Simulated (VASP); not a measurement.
Wanted: the native input for a VASP 6.6.1 run.

```
Task                   : single point
Functional             : r2SCAN
Potentials or basis    : VASP PAW PBE potentials, release 64 (Hg)
Cutoff                 : 520 eV
k mesh                 : 12 × 12 × 7
Occupations            : fermi-dirac, width 0.1 eV
Spin                   : no spin polarisation
Dipole correction      : no
Further INCAR settings : ALGO = Normal; EDIFF = 1e-06; NBANDS = 19
```

The system is Hg.

```
Hg
1.0
     3.42261    0.00000    0.00000
    -1.71130    2.96406    0.00000
     0.00000    0.00000    5.47256
Hg
2
Direct
  0.33333 0.66667 0.25000
  0.66667 0.33333 0.75000
```

The input as run:

POSCAR

```
Hg
1.0
    3.4226053158      0.0000000000      0.0000000000
   -1.7113026579      2.9640631506      0.0000000000
    0.0000000000      0.0000000000      5.4725647906
Hg
2
Direct
    0.3333333333      0.6666666667      0.2500000000
    0.6666666667      0.3333333333      0.7500000000
```

INCAR.step1

```
SYSTEM = Hg
ALGO = Normal
EDIFF = 1E-4
ENCUT = 520
GGA = PE
ISMEAR = -1
LASPH = .TRUE.
LCHARG = .FALSE.
LREAL = .FALSE.
LWAVE = .TRUE.
NBANDS = 19
NELM = 100
PREC = Accurate
SIGMA = 0.1
```

INCAR.step2

```
SYSTEM = Hg
ALGO = Normal
EDIFF = 1E-6
ENCUT = 520
ISIF = 2
ISMEAR = -1
ISTART = 1
LASPH = .TRUE.
LCHARG = .TRUE.
LELF = .TRUE.
LMIXTAU = .TRUE.
LREAL = .FALSE.
LVHAR = .TRUE.
LWAVE = .FALSE.
METAGGA = R2SCAN
NBANDS = 19
NELM = 100
PREC = Accurate
SIGMA = 0.1
```

KPOINTS

```
k-points
0
G
  12 12 7
  0 0 0
```

Potentials or basis: VASP PAW PBE potentials, release 64 (Hg).

The run is started by

```sh
$ cat potpaw_PBE.64/Hg/POTCAR > POTCAR
$ cp INCAR.step1 INCAR
$ mpirun -np 1 vasp_std > vasp.out
$ cp INCAR.step2 INCAR
$ mpirun -np 1 vasp_std > vasp.out
```

Results of the run:

The pressure is 0.2 GPa and the band gap on the k mesh is zero (band 12 reaches 1.01 eV, above the bottom of band 13 at 0.75 eV).

Caveat: the PAW data sets were made with another functional, which shifts forces and pressure a little; spin-orbit coupling is left out, which moves the levels of the heavy elements.

Run time: 5.9 min on 1 thread of Intel(R) Xeon(R) Platinum 8488C (Sapphire Rapids), with other jobs on the host, peak memory 0.22 GiB.
